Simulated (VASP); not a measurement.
Here is a VASP 6.6.1 calculation.

The input INCAR:

```
PREC     = Accurate       # precision mode
ENCUT    = 520            # plane-wave cutoff, eV
EDIFF    = 1E-7           # SCF threshold, eV
ISMEAR   = 0              # smearing method
SIGMA    = 0.15           # smearing width, eV
LREAL    = F              # projectors in reciprocal space
LASPH    = T              # aspherical terms in the spheres
NELM     = 80             # most SCF steps
ALGO     = Normal         # electronic algorithm
ISIF     = 2              # what is computed and relaxed
LWAVE    = F              # write WAVECAR
LCHARG   = T              # write CHGCAR
GGA      = PE             # functional
LELF     = T              # ELF
LVHAR    = T            
NBANDS   = 13             # bands
```

KPOINTS

```
Automatic mesh
0
Gamma
  20 20 20
```

The input POSCAR:

```
Mo
1.0
    0.0000000000      2.0956000000      1.8538000000
    2.0956000000      0.0000000000      1.8538000000
    2.0956000000      2.0956000000      0.0000000000
Mo
1
Direct
    0.0000000000      0.0000000000      0.0000000000
```

Potentials or basis: VASP PAW PBE potentials, release 64 (Mo_sv).

The run is started by

```bash
$ cat potpaw_PBE.64/Mo_sv/POTCAR > POTCAR
$ mpirun -np 1 vasp_std > vasp.out
```

(1) What does it give for the pressure?

(2) Estimate the band gap on the k mesh.

Answers

(1) -3.4 GPa.

(2) zero (bands 7 and 8 overlap by 4.46 eV).

Caveat: the cell differs from its parent crystal (strain +0.040 along x and y, -0.080 along z); the stress differs along the axes, from -18 to 4 GPa.
